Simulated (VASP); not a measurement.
Wanted: the native input for a VASP 6.6.1 run.

| Property | Result |
| --- | --- |
| Task | relaxation of cell and atoms |
| Functional | PBE |
| Potentials or basis | VASP PAW PBE potentials, release 64 (Sr_sv, Ti_sv, O) |
| Cutoff | 600 eV |
| k mesh | 6 × 6 × 6 |
| Occupations | fermi-dirac, width 0.02 eV |
| Spin | no spin polarisation |
| Dipole correction | no |
| Further INCAR settings | ALGO = Normal; EDIFF = 1e-07; IBRION = 2; EDIFFG = -0.005; NSW = 80; ISIF = 3 |

The structure of SrTiO3 lies in POSCAR:

```
SrTiO3
1.0
    4.3363462000      0.0000000000      0.0000000000
    0.0000000000      4.3363462000      0.0000000000
    0.0000000000      0.0000000000      4.3363462000
Sr Ti O
1 1 3
Direct
    0.0000000000      0.0000000000      0.0000000000
    0.5000000000      0.5000000000      0.5000000000
    0.5000000000      0.5000000000      0.0000000000
    0.5000000000      0.0000000000      0.5000000000
    0.0000000000      0.5000000000      0.5000000000
```

These files were run (other wordings do the same):

INCAR

```
SYSTEM = SrTiO3
ALGO = Normal ; EDIFF = 1E-7
EDIFFG = -0.005 ; ENCUT = 600
GGA = PE ; IBRION = 2
ISIF = 3 ; ISMEAR = -1
LASPH = .TRUE. ; LCHARG = .FALSE.
LREAL = .FALSE. ; LWAVE = .FALSE.
NELM = 100 ; NSW = 80
PREC = Accurate ; SIGMA = 0.02
```

KPOINTS

```
k-points
0
G
  6 6 6
  0 0 0
```

Potentials or basis: VASP PAW PBE potentials, release 64 (Sr_sv, Ti_sv, O).

Run with:

```sh
$ cat potpaw_PBE.64/Sr_sv/POTCAR potpaw_PBE.64/Ti_sv/POTCAR potpaw_PBE.64/O/POTCAR > POTCAR
$ mpirun -np 1 vasp_std > vasp.out
```

It gave:

The relaxed volume is 12.23 Å³/atom, the relaxed cell is a = 3.940 Å, b = 3.940 Å, c = 3.940 Å, α = 90.00°, β = 90.00°, γ = 90.00° and the space group after relaxing (to 0.05 Å) is Pm-3m (No. 221). The energy gained by relaxing is 428.3 meV/atom. The ionic steps are 6, the pressure after relaxing is 0.0 GPa and the band gap on the k mesh is 1.81 eV, indirect (least direct gap 2.18 eV).

Caveat: the volume moved by over 15 % at a fixed basis, so the end points are rough.

Run time: 2.6 min on 1 thread of Intel(R) Xeon(R) 6975P-C (Granite Rapids), with other jobs on the host, peak memory 0.24 GiB.
